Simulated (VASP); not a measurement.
# SnSe (Pnma) in VASP: further runs

The runs below take SnSe through single point, with PBE.

Program: VASP 6.6.1. These are calculated values, not measurements. Logs are shortened: lines on timing, memory, paths and dates and some standing lists are left out, and cuts for length are marked.

## Step 1: The cell of the first run

The structure is orthorhombic, space group Pnma (No. 62). Conventional cell: a = 11.739 Å, b = 4.129 Å, c = 4.641 Å, α = 90.00°, β = 90.00°, γ = 90.00°. Within 3.7 Å of Sn (site symmetry m) lie 6 Se at 2.75 to 3.60 Å and 2 Sn at 3.68 Å. Within 3.6 Å of Se (site symmetry m) lie 6 Sn at 2.75 to 3.60 Å.

## Step 2: Single point, PBE (uniaxial z strain -1.0%)

INCAR reads:

```
SYSTEM = SnSe
ALGO     = Normal         ! electronic algorithm
EDIFF    = 1E-6           ! SCF threshold, eV
ENCUT    = 520            ! plane-wave cutoff, eV
GGA      = PE             ! functional
ISIF     = 2              ! what is computed and relaxed
ISMEAR   = -1             ! smearing method
LASPH    = .True.         ! aspherical terms in the spheres
LCHARG   = .True.         ! write CHGCAR
LELF     = .True.         ! ELF
LREAL    = .False.        ! projectors in reciprocal space
LVHAR    = .True.       
LWAVE    = .False.        ! write WAVECAR
NBANDS   = 50             ! bands
NELM     = 80             ! most SCF steps
PREC     = Accurate       ! precision mode
SIGMA    = 0.02           ! smearing width, eV
```

KPOINTS reads:

```
k-points
0
Gamma
  2 6 6
  0 0 0
```

POSCAR reads:

```
SnSe
1.0
   11.7392579279      0.0000000000      0.0000000000
    0.0000000000      4.1294738267      0.0000000000
    0.0000000000      0.0000000000      4.6412022522
Sn Se
4 4
Direct
    0.6209738065      0.7500000000      0.3816326174
    0.8790261935      0.2500000000      0.8816326174
    0.3790261935      0.2500000000      0.6183673826
    0.1209738065      0.7500000000      0.1183673826
    0.1482431762      0.2500000000      0.5106659210
    0.6482431762      0.2500000000      0.9893340790
    0.3517568238      0.7500000000      0.0106659210
    0.8517568238      0.7500000000      0.4893340790
```

Potentials or basis: VASP PAW PBE potentials, release 64 (Sn_d, Se).

Run with:

```
$ cat potpaw_PBE.64/Sn_d/POTCAR potpaw_PBE.64/Se/POTCAR > POTCAR
$ mpirun -np 1 vasp_std > vasp.out
```

OUTCAR:

```text
SYSTEM = SnSe
   EDIFF = 1E-6
   ENCUT = 520
   GGA = PE
   ISIF = 2
   ISMEAR = -1
   LASPH = .True.
   LREAL = .False.
   NELM = 80
   PREC = Accurate

 ion  position               nearest neighbor table
   1  0.621  0.750  0.382-   8 2.75   6 2.77   6 2.77   3 3.68   3 3.68
   2  0.879  0.250  0.882-   6 2.75   8 2.77   8 2.77   4 3.68   4 3.68
   3  0.379  0.250  0.618-   5 2.75   7 2.77   7 2.77   1 3.68   1 3.68
   4  0.121  0.750  0.118-   7 2.75   5 2.77   5 2.77   2 3.68   2 3.68
   5  0.148  0.250  0.511-   3 2.75   4 2.77   4 2.77
   6  0.648  0.250  0.989-   2 2.75   1 2.77   1 2.77
   7  0.352  0.750  0.011-   4 2.75   3 2.77   3 2.77
   8  0.852  0.750  0.489-   1 2.75   2 2.77   2 2.77

  LATTYP: Found a simple orthorhombic cell.
 ALAT       =     4.1294738267
 B/A-ratio  =     1.1239209756
 C/A-ratio  =     2.8427975138

  Lattice vectors:

 A1 = (   0.0000000000,   4.1294738267,   0.0000000000)
 A2 = (   0.0000000000,   0.0000000000,   4.6412022522)
 A3 = (  11.7392579279,   0.0000000000,   0.0000000000)

Analysis of symmetry for initial positions (statically):
=====================================================================
 Subroutine PRICEL returns:
 Original cell was already a primitive cell.

 Routine SETGRP: Setting up the symmetry group for a
 simple orthorhombic supercell.

 Subroutine GETGRP returns: Found  8 space group operations
 (whereof  2 operations were pure point group operations)
 out of a pool of  8 trial point group operations.

The static configuration has the point symmetry S_2 .
 The point group associated with its full space group is D_2h.

Analysis of symmetry for dynamics (positions and initial velocities):
=====================================================================
 Subroutine PRICEL returns:
 Original cell was already a primitive cell.

 Routine SETGRP: Setting up the symmetry group for a
 simple orthorhombic supercell.

 Subroutine GETGRP returns: Found  8 space group operations
 (whereof  2 operations were pure point group operations)
 out of a pool of  8 trial point group operations.

The dynamic configuration has the point symmetry S_2 .
 The point group associated with its full space group is D_2h.

 Subroutine INISYM returns: Found  8 space group operations
 (whereof  2 operations are pure point group operations),
 and found     1 'primitive' translations

----------------------------------------------------------------------------------------

                                     Primitive cell

  volume of cell :     224.9914

  direct lattice vectors                    reciprocal lattice vectors
    11.739257928  0.000000000  0.000000000     0.085184260  0.000000000  0.000000000
     0.000000000  4.129473827  0.000000000     0.000000000  0.242161603  0.000000000
     0.000000000  0.000000000  4.641202252     0.000000000  0.000000000  0.215461414

  length of vectors
    11.739257928  4.129473827  4.641202252     0.085184260  0.242161603  0.215461414

  position of ions in fractional coordinates (direct lattice)
     0.620973806  0.750000000  0.381632617
     0.879026194  0.250000000  0.881632617
     0.379026194  0.250000000  0.618367383
     0.120973806  0.750000000  0.118367383
     0.148243176  0.250000000  0.510665921
     0.648243176  0.250000000  0.989334079
     0.351756824  0.750000000  0.010665921
     0.851756824  0.750000000  0.489334079

  ion indices of the primitive-cell ions
   primitive index   ion index
                 1           1
                 2           2
                 3           3
                 4           4
                 5           5
                 6           6
                 7           7
                 8           8

----------------------------------------------------------------------------------------

 KPOINTS: k-points

Automatic generation of k-mesh.
 Grid dimensions read from file:
 generate k-points for:    2    6    6

 Generating k-lattice:

  Cartesian coordinates                     Fractional coordinates (reciprocal lattice)
     0.042592130  0.000000000  0.000000000     0.500000000  0.000000000  0.000000000
     0.000000000  0.040360267  0.000000000     0.000000000  0.166666667  0.000000000
     0.000000000  0.000000000  0.035910236     0.000000000  0.000000000  0.166666667

  Length of vectors
     0.042592130  0.040360267  0.035910236

  Shift w.r.t. Gamma in fractional coordinates (k-lattice)
     0.000000000  0.000000000  0.000000000

 Subroutine IBZKPT returns following result:
 ===========================================

 Found     32 irreducible k-points:

 Following reciprocal coordinates:
            Coordinates               Weight
  0.000000  0.000000  0.000000      1.000000
  0.500000  0.000000  0.000000      1.000000
  0.000000  0.166667  0.000000      2.000000
  0.500000  0.166667  0.000000      2.000000
  0.000000  0.333333  0.000000      2.000000
  0.500000  0.333333  0.000000      2.000000
[... 16 lines left out ...]
  0.000000  0.500000  0.333333      2.000000
  0.500000  0.500000  0.333333      2.000000
 [... further k-points ...]
   k-points           NKPTS =     32   k-points in BZ     NKDIM =     32   number of bands    NBANDS=     50
   number of dos      NEDOS =    301   number of ions     NIONS =      8
   total plane-waves  NPLWV = 103680
   dimension x,y,z NGX =    90 NGY =   32 NGZ =   36
   dimension x,y,z NGXF=   180 NGYF=   64 NGZF=   72
   ions per type =               4   4
   NGX,Y,Z   is equivalent  to a cutoff of  12.75, 12.88, 12.90 a.u.
   NGXF,Y,Z  is equivalent  to a cutoff of  25.49, 25.77, 25.79 a.u.
 SYSTEM =  SnSe
   PREC   = accura    normal or accurate (medium, high low for compatibility)
   ISTART =      0    job   : 0-new  1-cont  2-samecut
   ICHARG =      2    charge: 1-file 2-atom 10-const
   ISPIN  =      1    spin polarized calculation?
   LNONCOLLINEAR =      F non collinear calculations
   LSORBIT =      F    spin-orbit coupling
   LASPH  =      T    aspherical Exc in radial PAW
   ENCUT  =  520.0 eV  38.22 Ry    6.18 a.u.  21.83  7.68  8.63*2*pi/ulx,y,z
   NELM   =     80;   NELMIN=  2; NELMDL= -5     # of ELM steps
   EDIFF  = 0.1E-05   stopping-criterion for ELM
   LREAL  =      F    real-space projection
   EDIFFG = 0.1E-04   stopping-criterion for IOM
   NSW    =      0    number of steps for IOM
   IBRION =     -1    ionic relax: 0-MD 1-quasi-New 2-CG
   NFREE  =      0    steps in history (QN), initial steepest desc. (CG)
   ISIF   =      2    stress and relaxation
   ISYM   =      2    0-nonsym 1-usesym 2-fastsym
   POTIM  = 0.5000    time-step for ionic-motion
   TEBEG  =    0.0;   TEEND  =   0.0 temperature during run
   PSTRESS=    0.0 pullay stress
   NELECT =      80.0000    total number of electrons
   NUPDOWN=      -1.0000    fix difference up-down
   EMIN   =  10.00;   EMAX   =-10.00  energy-range for DOS
   EFERMI =   0.00;   METHOD = LEGACY
   ISMEAR =    -1;   SIGMA  =   0.02  broadening in eV -4-tet -1-fermi 0-gaus
   EFERMI_NEDOS =   21; number of points for ismear=-14 and -15
   IALGO  =     38    algorithm
   IMIX   =      4    mixing-type and parameters
     AMIX     =   0.40;   BMIX     =  1.00
     AMIX_MAG =   1.60;   BMIX_MAG =  1.00
  volume/ion in A,a.u.               =      28.12       189.79
  Fermi-wavevector in a.u.,A,eV,Ry     =   1.159799  2.191703 18.301668  1.345135
  Thomas-Fermi vector in A             =   2.296388
   LORBIT       =      0    0 simple, 1 ext, 2 COOP (PROOUT), +10 PAW based schemes
   GGA     = PE    functional components
   LHFCALC =     F    Hartree Fock is set to
   AEXX    =    0.0000 exact exchange contribution
   IVDW    =     0    specifies the selected vdW correction
   LEPSILON=     F    determine dielectric tensor
   LRPA    =     F    only Hartree local field effects (RPA)
 non-spin polarized calculation
  energy-cutoff  :      520.00
  volume of cell :      224.99
 maximum number of plane-waves:      6097
 NGX is ok and might be reduce to    90
   NGX = 43   NGY = 15   NGZ = 17

 number of electron      80.0000001 magnetization

 Free energy of the ion-electron system (eV)
  ---------------------------------------------------
  ext. energy  EPLUGINS =         0.00000000
  ---------------------------------------------------
  free energy    TOTEN  =       -32.81993240 eV

  energy without entropy =      -32.81993240  energy(sigma->0) =      -32.81993240

 E-fermi :   5.1922     XC(G=0):  -9.4275

 val. band max:        4.8305592727   @ k =   0.0000   0.0000   0.3333
 cond. band min:       5.5538710010   @ k =   0.0000   0.3333   0.0000
 fundamental gap:      0.7233117283
 Fermi energy:         5.1922440779

 k-point     1 :       0.0000    0.0000    0.0000
  band No.  band energies     occupation
      1     -16.3998      2.00000
      2     -16.3903      2.00000
      3     -16.3850      2.00000
      4     -16.3812      2.00000
      5     -16.3804      2.00000
      6     -16.3777      2.00000
[... 42 lines left out ...]
     49       9.5840      0.00000
     50       9.8098      0.00000

 k-point     2 :       0.5000    0.0000    0.0000
  band No.  band energies     occupation
      1     -16.3959      2.00000
      2     -16.3959      2.00000
      3     -16.3821      2.00000
      4     -16.3821      2.00000
      5     -16.3801      2.00000
      6     -16.3801      2.00000
[... 42 lines left out ...]
     49       9.5796      0.00000
     50       9.5796      0.00000

 k-point     3 :       0.0000    0.1667    0.0000
  band No.  band energies     occupation
      1     -16.3949      2.00000
      2     -16.3891      2.00000
      3     -16.3841      2.00000
      4     -16.3815      2.00000
      5     -16.3798      2.00000
      6     -16.3782      2.00000
[... 1102 lines left out ...]
     49       9.5464      0.00000
     50       9.5464      0.00000

 k-point    24 :       0.5000    0.5000    0.3333
  band No.  band energies     occupation
      1     -16.3976      2.00000
      2     -16.3976      2.00000
      3     -16.3976      2.00000
      4     -16.3976      2.00000
      5     -16.3693      2.00000
      6     -16.3693      2.00000
[... 42 lines left out ...]
     49      10.3346      0.00000
     50      10.3346      0.00000

 [... further k-points ...]

------------------------ aborting loop because EDIFF is reached ----------------------------------------

  FORCE on cell =-STRESS in cart. coord.  units (eV):
  Direction    XX          YY          ZZ          XY          YZ          ZX
  --------------------------------------------------------------------------------------
  -------------------------------------------------------------------------------------
  Total        1.8638238      2.3127074      1.7151532      0.0000000     -0.0000000      0.0000000
  in kB       13.2724035     16.4689311     12.2137108      0.0000000     -0.0000000      0.0000000
  external PRESSURE =      13.9850151 kB  Pullay stress =       0.0000000 kB

 VOLUME and BASIS-vectors are now :
 -----------------------------------------------------------------------------
  energy-cutoff  :      520.00
  volume of cell :      224.99
      direct lattice vectors                 reciprocal lattice vectors
    11.739257928  0.000000000  0.000000000     0.085184260  0.000000000  0.000000000
     0.000000000  4.129473827  0.000000000     0.000000000  0.242161603  0.000000000
     0.000000000  0.000000000  4.641202252     0.000000000  0.000000000  0.215461414

 POSITION                                       TOTAL-FORCE (eV/Angst)
 -----------------------------------------------------------------------------------
      7.28977      3.09711      1.77123        -0.182700     -0.000000      0.168175
     10.31912      1.03237      4.09184         0.182700     -0.000000      0.168175
      4.44949      1.03237      2.86997         0.182700      0.000000     -0.168175
      1.42014      3.09711      0.54937        -0.182700      0.000000     -0.168175
      1.74026      1.03237      2.37010        -0.133704     -0.000000      0.176964
      7.60989      1.03237      4.59170        -0.133704     -0.000000     -0.176964
      4.12936      3.09711      0.04950         0.133704     -0.000000      0.176964
      9.99899      3.09711      2.27110         0.133704     -0.000000     -0.176964
 -----------------------------------------------------------------------------------
    total drift:                                0.000000      0.000000      0.000000

  FREE ENERGIE OF THE ION-ELECTRON SYSTEM (eV)
  ---------------------------------------------------
  free  energy   TOTEN  =       -32.8199324038 eV

  energy  without entropy=      -32.8199324032  energy(sigma->0) =      -32.81993240
```

It took 10 min on 1 thread of Intel Xeon 8259CL, shared host; peak memory 0.47 GiB.

Results:

- Free energy: -32.8199 eV
- Pressure: 1.4 GPa
- Largest force: 0.248 eV/Å
- Band gap on the k mesh: 0.72 eV (least direct gap 1.03 eV)

Forces in eV/Å, atoms in the order of the input:
```
Sn  -0.183  0.000  0.168
Sn   0.183  0.000  0.168
Sn   0.183  0.000 -0.168
Sn  -0.183  0.000 -0.168
Se  -0.134  0.000  0.177
Se  -0.134  0.000 -0.177
Se   0.134  0.000  0.177
Se   0.134  0.000 -0.177
```

Stress tensor (GPa, compression positive):
```
1.33 0.00 0.00
0.00 1.65 0.00
0.00 0.00 1.22
```

Caveat: the cell differs from its parent crystal (uniaxial z strain -1.0%); semilocal functionals underestimate gaps, and a narrow one can read as zero; spin-orbit coupling is left out, which moves the levels of the heavy elements.

(Part 1 of 2 ends here.)
